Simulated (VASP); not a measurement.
# LiCaF3 (Cm) in VASP: single point with PBE

Aim: the single point of LiCaF3 with PBE.

Everything below comes from runs of VASP 6.6.1. Logs are shortened: lines on timing, memory, paths and dates and some standing lists are left out, and cuts for length are marked.

### Step 1. The cell of the first run

It takes space group Cm (No. 8, monoclinic). Conventional cell: a = 5.319 Å, b = 5.319 Å, c = 3.761 Å, α = 90.00°, β = 90.00°, γ = 90.00°. Li (site symmetry m) has 6 F at 1.68 to 2.08 Å within 2.2 Å. Ca (site symmetry m) has 12 F at 2.66 Å and 8 Li at 3.06 to 3.46 Å within 3.5 Å. F (site symmetry 1) has 2 Li at 1.82 to 1.96 Å within 2.4 Å. Within 2.2 Å of F (site symmetry m) lie 2 Li at 1.68 to 2.08 Å.

### Step 2. Single point, PBE (atom 1 (Li) moved by (-0.100, -0.200) A along [1 1 0] and z)

INCAR reads:

```
  ALGO = Normal
  EDIFF = 1E-7
  ENCUT = 520
  GGA = PE
  ISIF = 2
  ISMEAR = 0
  LASPH = T
  LCHARG = T
  LELF = T
  LREAL = F
  LVHAR = T
  LWAVE = F
  NBANDS = 25
  NELM = 80
  PREC = Accurate
  SIGMA = 0.05
```

KPOINTS reads:

```
k-points
0
Gamma
  6 6 6
```

POSCAR reads:

```
LiCaF3
1.0
    3.7612440000      0.0000000000      0.0000000000
    0.0000000000      3.7612440000      0.0000000000
    0.0000000000      0.0000000000      3.7612440000
Li Ca F
1 1 3
Direct
    0.4812001885      0.4812001885      0.4468261033
    0.0000000000      0.0000000000      0.0000000000
    0.0000000000      0.5000000000      0.5000000000
    0.5000000000      0.5000000000      0.0000000000
    0.5000000000      0.0000000000      0.5000000000
```

Potentials or basis: VASP PAW PBE potentials, release 64 (Li_sv, Ca_sv, F).

Launch:

```bash
$ cat potpaw_PBE.64/Li_sv/POTCAR potpaw_PBE.64/Ca_sv/POTCAR potpaw_PBE.64/F/POTCAR > POTCAR
$ mpirun -np 1 vasp_std > vasp.out
```

OUTCAR:

```text
EDIFF = 1E-7
   ENCUT = 520
   GGA = PE
   ISIF = 2
   ISMEAR = 0
   LASPH = T
   LREAL = F
   NELM = 80
   PREC = Accurate

 ion  position               nearest neighbor table
   1  0.481  0.481  0.447-   4 1.68   3 1.82   5 1.82   5 1.96   3 1.96   4 2.08
   2  0.000  0.000  0.000-
   3  0.000  0.500  0.500-   1 1.82   1 1.96
   4  0.500  0.500  0.000-   1 1.68   1 2.08
   5  0.500  0.000  0.500-   1 1.82   1 1.96

  LATTYP: Found a simple cubic cell.
 ALAT       =     3.7612440000

  Lattice vectors:

 A1 = (   3.7612440000,   0.0000000000,   0.0000000000)
 A2 = (   0.0000000000,   3.7612440000,   0.0000000000)
 A3 = (   0.0000000000,   0.0000000000,   3.7612440000)

Analysis of symmetry for initial positions (statically):
=====================================================================
 Subroutine PRICEL returns:
 Original cell was already a primitive cell.

 Routine SETGRP: Setting up the symmetry group for a
 simple cubic supercell.

 Subroutine GETGRP returns: Found  2 space group operations
 (whereof  2 operations were pure point group operations)
 out of a pool of 48 trial point group operations.

The static configuration has the point symmetry C_1h.

Analysis of symmetry for dynamics (positions and initial velocities):
=====================================================================
 Subroutine PRICEL returns:
 Original cell was already a primitive cell.

 Routine SETGRP: Setting up the symmetry group for a
 simple cubic supercell.

 Subroutine GETGRP returns: Found  2 space group operations
 (whereof  2 operations were pure point group operations)
 out of a pool of 48 trial point group operations.

The dynamic configuration has the point symmetry C_1h.

 Subroutine INISYM returns: Found  2 space group operations
 (whereof  2 operations are pure point group operations),
 and found     1 'primitive' translations

----------------------------------------------------------------------------------------

                                     Primitive cell

  volume of cell :      53.2102

  direct lattice vectors                    reciprocal lattice vectors
     3.761244000  0.000000000  0.000000000     0.265869484  0.000000000  0.000000000
     0.000000000  3.761244000  0.000000000     0.000000000  0.265869484  0.000000000
     0.000000000  0.000000000  3.761244000     0.000000000  0.000000000  0.265869484

  length of vectors
     3.761244000  3.761244000  3.761244000     0.265869484  0.265869484  0.265869484

  position of ions in fractional coordinates (direct lattice)
     0.481200188  0.481200188  0.446826103
     0.000000000  0.000000000  0.000000000
     0.000000000  0.500000000  0.500000000
     0.500000000  0.500000000  0.000000000
     0.500000000  0.000000000  0.500000000

  ion indices of the primitive-cell ions
   primitive index   ion index
                 1           1
                 2           2
                 3           3
                 4           4
                 5           5

----------------------------------------------------------------------------------------

 KPOINTS: k-points

Automatic generation of k-mesh.
 Grid dimensions read from file:
 generate k-points for:    6    6    6

 Generating k-lattice:

  Cartesian coordinates                     Fractional coordinates (reciprocal lattice)
     0.044311581  0.000000000  0.000000000     0.166666667  0.000000000  0.000000000
     0.000000000  0.044311581  0.000000000     0.000000000  0.166666667  0.000000000
     0.000000000  0.000000000  0.044311581     0.000000000  0.000000000  0.166666667

  Length of vectors
     0.044311581  0.044311581  0.044311581

  Shift w.r.t. Gamma in fractional coordinates (k-lattice)
     0.000000000  0.000000000  0.000000000

 Subroutine IBZKPT returns following result:
 ===========================================

 Found     68 irreducible k-points:

 Following reciprocal coordinates:
            Coordinates               Weight
  0.000000  0.000000  0.000000      1.000000
  0.166667  0.000000  0.000000      4.000000
  0.000000  0.000000  0.166667      2.000000
  0.333333  0.000000  0.000000      4.000000
  0.000000  0.000000  0.333333      2.000000
  0.500000  0.000000  0.000000      2.000000
[... 16 lines left out ...]
 -0.333333  0.333333  0.000000      2.000000
 -0.333333  0.000000  0.333333      4.000000
 [... further k-points ...]
   k-points           NKPTS =     68   k-points in BZ     NKDIM =     68   number of bands    NBANDS=     25
   number of dos      NEDOS =    301   number of ions     NIONS =      5
   total plane-waves  NPLWV =  21952
   dimension x,y,z NGX =    28 NGY =   28 NGZ =   28
   dimension x,y,z NGXF=    56 NGYF=   56 NGZF=   56
   ions per type =               1   1   3
   NGX,Y,Z   is equivalent  to a cutoff of  12.38, 12.38, 12.38 a.u.
   NGXF,Y,Z  is equivalent  to a cutoff of  24.75, 24.75, 24.75 a.u.
 SYSTEM =  unknown system
   PREC   = accura    normal or accurate (medium, high low for compatibility)
   ISTART =      0    job   : 0-new  1-cont  2-samecut
   ICHARG =      2    charge: 1-file 2-atom 10-const
   ISPIN  =      1    spin polarized calculation?
   LNONCOLLINEAR =      F non collinear calculations
   LSORBIT =      F    spin-orbit coupling
   LASPH  =      T    aspherical Exc in radial PAW
   ENCUT  =  520.0 eV  38.22 Ry    6.18 a.u.   6.99  6.99  6.99*2*pi/ulx,y,z
   NELM   =     80;   NELMIN=  2; NELMDL= -5     # of ELM steps
   EDIFF  = 0.1E-06   stopping-criterion for ELM
   LREAL  =      F    real-space projection
   EDIFFG = 0.1E-05   stopping-criterion for IOM
   NSW    =      0    number of steps for IOM
   IBRION =     -1    ionic relax: 0-MD 1-quasi-New 2-CG
   NFREE  =      0    steps in history (QN), initial steepest desc. (CG)
   ISIF   =      2    stress and relaxation
   ISYM   =      2    0-nonsym 1-usesym 2-fastsym
   POTIM  = 0.5000    time-step for ionic-motion
   TEBEG  =    0.0;   TEEND  =   0.0 temperature during run
   PSTRESS=    0.0 pullay stress
   NELECT =      34.0000    total number of electrons
   NUPDOWN=      -1.0000    fix difference up-down
   EMIN   =  10.00;   EMAX   =-10.00  energy-range for DOS
   EFERMI =   0.00;   METHOD = LEGACY
   ISMEAR =     0;   SIGMA  =   0.05  broadening in eV -4-tet -1-fermi 0-gaus
   EFERMI_NEDOS =   21; number of points for ismear=-14 and -15
   IALGO  =     38    algorithm
   IMIX   =      4    mixing-type and parameters
     AMIX     =   0.40;   BMIX     =  1.00
     AMIX_MAG =   1.60;   BMIX_MAG =  1.00
  volume/ion in A,a.u.               =      10.64        71.82
  Fermi-wavevector in a.u.,A,eV,Ry     =   1.410056  2.664619 27.051883  1.988257
  Thomas-Fermi vector in A             =   2.532049
   LORBIT       =      0    0 simple, 1 ext, 2 COOP (PROOUT), +10 PAW based schemes
   GGA     = PE    functional components
   LHFCALC =     F    Hartree Fock is set to
   AEXX    =    0.0000 exact exchange contribution
   IVDW    =     0    specifies the selected vdW correction
   LEPSILON=     F    determine dielectric tensor
   LRPA    =     F    only Hartree local field effects (RPA)
 non-spin polarized calculation
 Gauss-broadening in eV      SIGMA  =   0.05
  energy-cutoff  :      520.00
  volume of cell :       53.21
 maximum number of plane-waves:      1472
   NGX = 13   NGY = 13   NGZ = 13

 number of electron      33.9999947 magnetization

 Free energy of the ion-electron system (eV)
  ---------------------------------------------------
  ext. energy  EPLUGINS =         0.00000000
  ---------------------------------------------------
  free energy    TOTEN  =       -25.92579377 eV

  energy without entropy =      -25.92579377  energy(sigma->0) =      -25.92579377

 E-fermi :   0.4067     XC(G=0): -10.2649

 val. band max:        0.0923986670   @ k =   0.5000   0.5000   0.5000
 cond. band min:       6.5341778845   @ k =   0.0000   0.0000   0.0000
 fundamental gap:      6.4417792175
 Fermi energy:         0.4067084940

 k-point     1 :       0.0000    0.0000    0.0000
  band No.  band energies     occupation
      1     -40.1052      2.00000
      2     -37.7271      2.00000
      3     -20.2075      2.00000
      4     -19.3347      2.00000
      5     -19.2714      2.00000
      6     -18.6460      2.00000
[... 17 lines left out ...]
     24      17.0857      0.00000
     25      17.5938      0.00000

 k-point     2 :       0.1667    0.0000    0.0000
  band No.  band energies     occupation
      1     -40.1044      2.00000
      2     -37.7249      2.00000
      3     -20.2246      2.00000
      4     -19.4190      2.00000
      5     -19.3102      2.00000
      6     -18.6410      2.00000
[... 17 lines left out ...]
     24      16.0031      0.00000
     25      17.2513      0.00000

 k-point     3 :       0.0000    0.0000    0.1667
  band No.  band energies     occupation
      1     -40.1044      2.00000
      2     -37.7249      2.00000
      3     -20.2207      2.00000
      4     -19.4661      2.00000
      5     -19.2674      2.00000
      6     -18.6412      2.00000
[... 17 lines left out ...]
     24      15.9611      0.00000
     25      17.3771      0.00000

 k-point     4 :       0.3333    0.0000    0.0000
  band No.  band energies     occupation
      1     -40.1025      2.00000
      2     -37.7205      2.00000
      3     -20.2620      2.00000
      4     -19.5921      2.00000
      5     -19.3045      2.00000
      6     -18.6326      2.00000
[... 17 lines left out ...]
     24      13.5620      0.00000
     25      17.2809      0.00000
[... 477 lines left out ...]
 k-point    22 :       0.0000    0.3333    0.3333
  band No.  band energies     occupation
      1     -40.0999      2.00000
      2     -37.7140      2.00000
      3     -20.1207      2.00000
      4     -19.8099      2.00000
      5     -19.4211      2.00000
      6     -18.6205      2.00000
[... 17 lines left out ...]
     24      13.5619      0.00000
     25      14.3537      0.00000

 k-point    23 :      -0.3333    0.3333    0.0000
  band No.  band energies     occupation
      1     -40.1000      2.00000
      2     -37.7140      2.00000
      3     -20.1233      2.00000
      4     -19.7724      2.00000
      5     -19.4630      2.00000
      6     -18.6158      2.00000
[... 17 lines left out ...]
     24      13.5237      0.00000
     25      14.3425      0.00000

 k-point    24 :      -0.3333    0.0000    0.3333
  band No.  band energies     occupation
      1     -40.0999      2.00000
      2     -37.7140      2.00000
      3     -20.1275      2.00000
      4     -19.7992      2.00000
      5     -19.4256      2.00000
      6     -18.6205      2.00000
[... 17 lines left out ...]
     24      13.5165      0.00000
     25      14.3399      0.00000

 [... further k-points ...]

------------------------ aborting loop because EDIFF is reached ----------------------------------------

  FORCE on cell =-STRESS in cart. coord.  units (eV):
  Direction    XX          YY          ZZ          XY          YZ          ZX
  --------------------------------------------------------------------------------------
  -------------------------------------------------------------------------------------
  Total        0.0417064      0.0417064      0.9850894     -0.0124306     -0.0644715     -0.0644713
  in kB        1.2557962      1.2557962     29.6614025     -0.3742887     -1.9412593     -1.9412547
  external PRESSURE =      10.7243317 kB  Pullay stress =       0.0000000 kB

 VOLUME and BASIS-vectors are now :
 -----------------------------------------------------------------------------
  energy-cutoff  :      520.00
  volume of cell :       53.21
      direct lattice vectors                 reciprocal lattice vectors
     3.761244000  0.000000000  0.000000000     0.265869484  0.000000000  0.000000000
     0.000000000  3.761244000  0.000000000     0.000000000  0.265869484  0.000000000
     0.000000000  0.000000000  3.761244000     0.000000000  0.000000000  0.265869484

 POSITION                                       TOTAL-FORCE (eV/Angst)
 -----------------------------------------------------------------------------------
      1.80991      1.80991      1.68062         0.384186      0.384186      1.462553
      0.00000      0.00000      0.00000        -0.084403     -0.084403     -0.225271
      0.00000      1.88062      1.88062        -0.253827     -0.036028     -0.103662
      1.88062      1.88062      0.00000        -0.009928     -0.009928     -1.029957
      1.88062      0.00000      1.88062        -0.036028     -0.253827     -0.103662
 -----------------------------------------------------------------------------------
    total drift:                                0.001799      0.001799     -0.003323

  FREE ENERGIE OF THE ION-ELECTRON SYSTEM (eV)
  ---------------------------------------------------
  free  energy   TOTEN  =       -25.9257937739 eV

  energy  without entropy=      -25.9257937739  energy(sigma->0) =      -25.92579377
```

Run time: 29 s. Hardware: 1 thread of Intel Xeon 6975P-C (Granite Rapids), shared host; peak memory 0.21 GiB.

What came out:

* Free energy: -25.9258 eV
* Largest force: 1.560 eV/Å
* Band gap on the k mesh: 6.44 eV, indirect (least direct gap 6.54 eV)

Forces in eV/Å, atoms in the order of the input:
```
Li   0.384  0.384  1.463
Ca  -0.084 -0.084 -0.225
F   -0.254 -0.036 -0.104
F   -0.010 -0.010 -1.030
F   -0.036 -0.254 -0.104
```

Caveat: the cell differs from its parent crystal (atom 1 (Li) moved by (-0.100, -0.200) A along [1 1 0] and z); the cutoff is under 1.25 times the usual one of these potentials, so pressure, stress and relaxed cells hold a basis-set (Pulay) error; forces of over 1 eV/Å act on the atoms, so gaps and moduli don't describe the material at rest.
